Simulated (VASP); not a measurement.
# CdW2 (R-3m) in VASP: single point with PBE

Aim: the single point of CdW2 with PBE.

Everything below comes from runs of VASP 6.6.1. Logs are shortened: lines on timing, memory, paths and dates and some standing lists are left out, and cuts for length are marked.

**1. The cell of the first run**

The structure is trigonal, space group R-3m (No. 166). The conventional cell has a = 3.062 Å, b = 3.062 Å, c = 20.834 Å, α = 90.00°, β = 90.00°, γ = 120.00°. Within 4.0 Å of Cd (site symmetry -3m) lie 6 Cd at 3.06 Å and 6 W at 3.12 Å. Within 3.3 Å of W (site symmetry 3m) lie 9 W at 2.52 to 3.06 Å and 3 Cd at 3.12 Å.

**2. Single point, PBE**

The input, INCAR:

```
ALGO = Normal
EDIFF = 1E-7
ENCUT = 520
GGA = PE
ISIF = 2
ISMEAR = 0
LASPH = True
LCHARG = True
LELF = True
LREAL = False
LVHAR = True
LWAVE = False
NBANDS = 27
NELM = 80
PREC = Accurate
SIGMA = 0.1
```

The input, KPOINTS:

```
k-points
0
Gamma
  6 6 6
```

The input, POSCAR:

```
CdW2
1.0
    1.5309478871      0.8838931748      6.9447512732
   -1.5309478871      0.8838931748      6.9447512732
    0.0000000000     -1.7677863494      6.9447512732
Cd W
1 2
Direct
    0.0000000000      0.0000000000      0.0000000000
    0.7901287870      0.7901287870      0.7901287870
    0.2098712130      0.2098712130      0.2098712130
```

Potentials or basis: VASP PAW PBE potentials, release 64 (Cd, W_sv).

On the command line:

```
cat potpaw_PBE.64/Cd/POTCAR potpaw_PBE.64/W_sv/POTCAR > POTCAR
mpirun -np 1 vasp_std > vasp.out
```

OUTCAR:

```text
EDIFF = 1E-7
   ENCUT = 520
   GGA = PE
   ISIF = 2
   ISMEAR = 0
   LASPH = True
   LREAL = False
   NELM = 80
   PREC = Accurate

 ion  position               nearest neighbor table
   1  0.000  0.000  0.000-   2 3.12   3 3.12   2 3.12   2 3.12   3 3.12   3 3.12
   2  0.790  0.790  0.790-   3 2.52   3 2.52   3 2.52   1 3.12   1 3.12   1 3.12
   3  0.210  0.210  0.210-   2 2.52   2 2.52   2 2.52   1 3.12   1 3.12   1 3.12

  LATTYP: Found a trigonal (rhomboedric) cell.
 ALAT       =     7.1662150975
 COS(alpha) =     0.9087209457

  Lattice vectors:

 A1 = (   1.5309478871,   0.8838931748,   6.9447512732)
 A2 = (  -1.5309478871,   0.8838931748,   6.9447512732)
 A3 = (   0.0000000000,  -1.7677863494,   6.9447512732)

Analysis of symmetry for initial positions (statically):
=====================================================================
 Subroutine PRICEL returns:
 Original cell was already a primitive cell.

 Routine SETGRP: Setting up the symmetry group for a
 trigonal (rhombohedral) supercell.

 Subroutine GETGRP returns: Found 12 space group operations
 (whereof 12 operations were pure point group operations)
 out of a pool of 12 trial point group operations.

The static configuration has the point symmetry D_3d.

Analysis of symmetry for dynamics (positions and initial velocities):
=====================================================================
 Subroutine PRICEL returns:
 Original cell was already a primitive cell.

 Routine SETGRP: Setting up the symmetry group for a
 trigonal (rhombohedral) supercell.

 Subroutine GETGRP returns: Found 12 space group operations
 (whereof 12 operations were pure point group operations)
 out of a pool of 12 trial point group operations.

The dynamic configuration has the point symmetry D_3d.

 Subroutine INISYM returns: Found 12 space group operations
 (whereof 12 operations are pure point group operations),
 and found     1 'primitive' translations

----------------------------------------------------------------------------------------

                                     Primitive cell

  volume of cell :      56.3856

  direct lattice vectors                    reciprocal lattice vectors
     1.530947887  0.883893175  6.944751273     0.326595049  0.188559739  0.047997879
    -1.530947887  0.883893175  6.944751273    -0.326595049  0.188559739  0.047997879
     0.000000000 -1.767786349  6.944751273     0.000000000 -0.377119479  0.047997879

  length of vectors
     7.166215098  7.166215098  7.166215098     0.380161673  0.380161673  0.380161673

  position of ions in fractional coordinates (direct lattice)
     0.000000000  0.000000000  0.000000000
     0.790128787  0.790128787  0.790128787
     0.209871213  0.209871213  0.209871213

  ion indices of the primitive-cell ions
   primitive index   ion index
                 1           1
                 2           2
                 3           3

----------------------------------------------------------------------------------------

 KPOINTS: k-points

Automatic generation of k-mesh.
 Grid dimensions read from file:
 generate k-points for:    6    6    6

 Generating k-lattice:

  Cartesian coordinates                     Fractional coordinates (reciprocal lattice)
     0.054432508  0.031426623  0.007999647     0.166666667 -0.000000000 -0.000000000
    -0.054432508  0.031426623  0.007999647    -0.000000000  0.166666667 -0.000000000
     0.000000000 -0.062853246  0.007999647     0.000000000  0.000000000  0.166666667

  Length of vectors
     0.063360279  0.063360279  0.063360279

  Shift w.r.t. Gamma in fractional coordinates (k-lattice)
     0.000000000  0.000000000  0.000000000

 Subroutine IBZKPT returns following result:
 ===========================================

 Found     32 irreducible k-points:

 Following reciprocal coordinates:
            Coordinates               Weight
  0.000000  0.000000  0.000000      1.000000
  0.166667 -0.000000 -0.000000      6.000000
  0.333333  0.000000 -0.000000      6.000000
  0.500000 -0.000000  0.000000      3.000000
  0.166667  0.166667 -0.000000      6.000000
  0.333333  0.166667  0.000000     12.000000
[... 16 lines left out ...]
  0.500000  0.500000  0.166667      6.000000
 -0.333333  0.500000  0.166667     12.000000
 [... further k-points ...]
   k-points           NKPTS =     32   k-points in BZ     NKDIM =     32   number of bands    NBANDS=     27
   number of dos      NEDOS =    301   number of ions     NIONS =      3
   total plane-waves  NPLWV = 157464
   dimension x,y,z NGX =    54 NGY =   54 NGZ =   54
   dimension x,y,z NGXF=   108 NGYF=  108 NGZF=  108
   ions per type =               1   2
   NGX,Y,Z   is equivalent  to a cutoff of  12.53, 12.53, 12.53 a.u.
   NGXF,Y,Z  is equivalent  to a cutoff of  25.05, 25.05, 25.05 a.u.
 SYSTEM =  unknown system
   PREC   = accura    normal or accurate (medium, high low for compatibility)
   ISTART =      0    job   : 0-new  1-cont  2-samecut
   ICHARG =      2    charge: 1-file 2-atom 10-const
   ISPIN  =      1    spin polarized calculation?
   LNONCOLLINEAR =      F non collinear calculations
   LSORBIT =      F    spin-orbit coupling
   LASPH  =      T    aspherical Exc in radial PAW
   ENCUT  =  520.0 eV  38.22 Ry    6.18 a.u.  13.32 13.32 13.32*2*pi/ulx,y,z
   NELM   =     80;   NELMIN=  2; NELMDL= -5     # of ELM steps
   EDIFF  = 0.1E-06   stopping-criterion for ELM
   LREAL  =      F    real-space projection
   EDIFFG = 0.1E-05   stopping-criterion for IOM
   NSW    =      0    number of steps for IOM
   IBRION =     -1    ionic relax: 0-MD 1-quasi-New 2-CG
   NFREE  =      0    steps in history (QN), initial steepest desc. (CG)
   ISIF   =      2    stress and relaxation
   ISYM   =      2    0-nonsym 1-usesym 2-fastsym
   POTIM  = 0.5000    time-step for ionic-motion
   TEBEG  =    0.0;   TEEND  =   0.0 temperature during run
   PSTRESS=    0.0 pullay stress
   NELECT =      40.0000    total number of electrons
   NUPDOWN=      -1.0000    fix difference up-down
   EMIN   =  10.00;   EMAX   =-10.00  energy-range for DOS
   EFERMI =   0.00;   METHOD = LEGACY
   ISMEAR =     0;   SIGMA  =   0.10  broadening in eV -4-tet -1-fermi 0-gaus
   EFERMI_NEDOS =   21; number of points for ismear=-14 and -15
   IALGO  =     38    algorithm
   IMIX   =      4    mixing-type and parameters
     AMIX     =   0.40;   BMIX     =  1.00
     AMIX_MAG =   1.60;   BMIX_MAG =  1.00
  volume/ion in A,a.u.               =      18.80       126.84
  Fermi-wavevector in a.u.,A,eV,Ry     =   1.460065  2.759122 29.004751  2.131789
  Thomas-Fermi vector in A             =   2.576558
   LORBIT       =      0    0 simple, 1 ext, 2 COOP (PROOUT), +10 PAW based schemes
   GGA     = PE    functional components
   LHFCALC =     F    Hartree Fock is set to
   AEXX    =    0.0000 exact exchange contribution
   IVDW    =     0    specifies the selected vdW correction
   LEPSILON=     F    determine dielectric tensor
   LRPA    =     F    only Hartree local field effects (RPA)
 non-spin polarized calculation
 Gauss-broadening in eV      SIGMA  =   0.10
  energy-cutoff  :      520.00
  volume of cell :       56.39
 maximum number of plane-waves:      1534
 NGX is ok and might be reduce to    54
   NGX = 27   NGY = 27   NGZ = 27

 number of electron      40.0000000 magnetization

 Free energy of the ion-electron system (eV)
  ---------------------------------------------------
  ext. energy  EPLUGINS =         0.00000000
  ---------------------------------------------------
  free energy    TOTEN  =       -24.84261546 eV

  energy without entropy =      -24.83231732  energy(sigma->0) =      -24.83746639

 E-fermi :   7.1776     XC(G=0): -12.2762

 val. band max:        7.1510142532   @ k =  -0.1667   0.3333   0.1667
 cond. band min:       7.2297408722   @ k =  -0.1667   0.1667   0.1667
 fundamental gap:      0.0787266189
 Fermi energy:         7.1775591126

 k-point     1 :       0.0000    0.0000    0.0000
  band No.  band energies     occupation
      1     -66.7645      2.00000
      2     -66.5296      2.00000
      3     -31.5562      2.00000
      4     -30.8631      2.00000
      5     -30.8631      2.00000
      6     -30.4415      2.00000
[... 19 lines left out ...]
     26      11.4046      0.00000
     27      14.2037      0.00000

 k-point     2 :       0.1667   -0.0000   -0.0000
  band No.  band energies     occupation
      1     -66.7438      2.00000
      2     -66.5365      2.00000
      3     -31.5388      2.00000
      4     -31.0609      2.00000
      5     -30.9193      2.00000
      6     -30.5060      2.00000
[... 19 lines left out ...]
     26      11.5714      0.00000
     27      15.8421      0.00000

 k-point     3 :       0.3333    0.0000   -0.0000
  band No.  band energies     occupation
      1     -66.6942      2.00000
      2     -66.5585      2.00000
      3     -31.5366      2.00000
      4     -31.3719      2.00000
      5     -31.0215      2.00000
      6     -30.5626      2.00000
[... 19 lines left out ...]
     26      11.4967      0.00000
     27      12.5912      0.00000

 k-point     4 :       0.5000   -0.0000    0.0000
  band No.  band energies     occupation
      1     -66.6585      2.00000
      2     -66.5805      2.00000
      3     -31.5565      2.00000
      4     -31.5094      2.00000
      5     -31.0691      2.00000
      6     -30.5085      2.00000
[... 19 lines left out ...]
     26      11.6930      0.00000
     27      12.0152      0.00000
[... 516 lines left out ...]
      4     -31.4471      2.00000
      5     -31.1699      2.00000
      6     -30.5403      2.00000
[... 19 lines left out ...]
     26      12.2895      0.00000
     27      12.8585      0.00000

 k-point    23 :       0.5000    0.5000    0.1667
  band No.  band energies     occupation
      1     -66.6942      2.00000
      2     -66.5585      2.00000
      3     -31.5366      2.00000
      4     -31.3721      2.00000
      5     -31.0215      2.00000
      6     -30.5623      2.00000
[... 19 lines left out ...]
     26      12.4354      0.00000
     27      13.3074      0.00000

 k-point    24 :      -0.3333    0.5000    0.1667
  band No.  band energies     occupation
      1     -66.6586      2.00000
      2     -66.5804      2.00000
      3     -31.5266      2.00000
      4     -31.4472      2.00000
      5     -31.1699      2.00000
      6     -30.5402      2.00000
[... 19 lines left out ...]
     26      11.7225      0.00000
     27      13.0574      0.00000

 [... further k-points ...]

------------------------ aborting loop because EDIFF is reached ----------------------------------------

  FORCE on cell =-STRESS in cart. coord.  units (eV):
  Direction    XX          YY          ZZ          XY          YZ          ZX
  --------------------------------------------------------------------------------------
  -------------------------------------------------------------------------------------
  Total        0.2081377      0.2081377      0.2764941      0.0000000      0.0000000      0.0000000
  in kB        5.9141610      5.9141610      7.8564858      0.0000000      0.0000000      0.0000000
  external PRESSURE =       6.5616026 kB  Pullay stress =       0.0000000 kB

 VOLUME and BASIS-vectors are now :
 -----------------------------------------------------------------------------
  energy-cutoff  :      520.00
  volume of cell :       56.39
      direct lattice vectors                 reciprocal lattice vectors
     1.530947887  0.883893175  6.944751273     0.326595049  0.188559739  0.047997879
    -1.530947887  0.883893175  6.944751273    -0.326595049  0.188559739  0.047997879
     0.000000000 -1.767786349  6.944751273     0.000000000 -0.377119479  0.047997879

 POSITION                                       TOTAL-FORCE (eV/Angst)
 -----------------------------------------------------------------------------------
      0.00000      0.00000      0.00000        -0.000000     -0.000000      0.000000
      0.00000      0.00000     16.46174         0.000000     -0.000000     -0.079136
      0.00000      0.00000      4.37251         0.000000      0.000000      0.079136
 -----------------------------------------------------------------------------------
    total drift:                               -0.000000     -0.000000      0.000000

  FREE ENERGIE OF THE ION-ELECTRON SYSTEM (eV)
  ---------------------------------------------------
  free  energy   TOTEN  =       -24.8426154615 eV

  energy  without entropy=      -24.8323173158  energy(sigma->0) =      -24.83746639
```

Run time: 6.3 min. Hardware: 1 thread of Intel Xeon 8259CL, shared host; peak memory 0.4 GiB.

What came out:

```
Free energy            : -24.8426 eV
Pressure               : 0.7 GPa
Largest force          : 0.079 eV/Å
Band gap on the k mesh : zero (bands 20 and 21 overlap by 2.08 eV)
```

Forces on the atoms (eV/Å):
```
Cd   0.000  0.000  0.000
W    0.000  0.000 -0.079
W    0.000  0.000  0.079
```

Levels at points of the mesh, in eV from the Fermi level:
| k point | band 17 | band 18 | band 19 | band 20 | band 21 | band 22 | band 23 | band 24 |
| --- | --- | --- | --- | --- | --- | --- | --- | --- |
| (0.00, 0.00, 0.00) | -2.74 | -1.64 | -1.64 | -1.63 | -1.63 | 2.11 | 2.31 | 2.31 |
| (0.50, 0.00, 0.00) | -2.42 | -2.20 | -1.37 | 0.45 | 0.91 | 2.78 | 3.14 | 3.26 |
| (0.50, 0.50, 0.00) | -1.84 | -1.47 | -1.02 | -0.54 | 1.08 | 1.40 | 3.08 | 3.13 |
| (0.50, 0.50, 0.50) | -1.64 | -1.64 | -1.60 | -1.60 | -1.11 | 2.21 | 2.21 | 2.57 |

Caveat: the k points lie up to 0.40 Å⁻¹ apart, too coarse for converged energies and pressures of a metal; spin-orbit coupling is left out, which moves the levels of the heavy elements.

The gap in the log of VASP goes by the Fermi energy; the results here count the filled bands.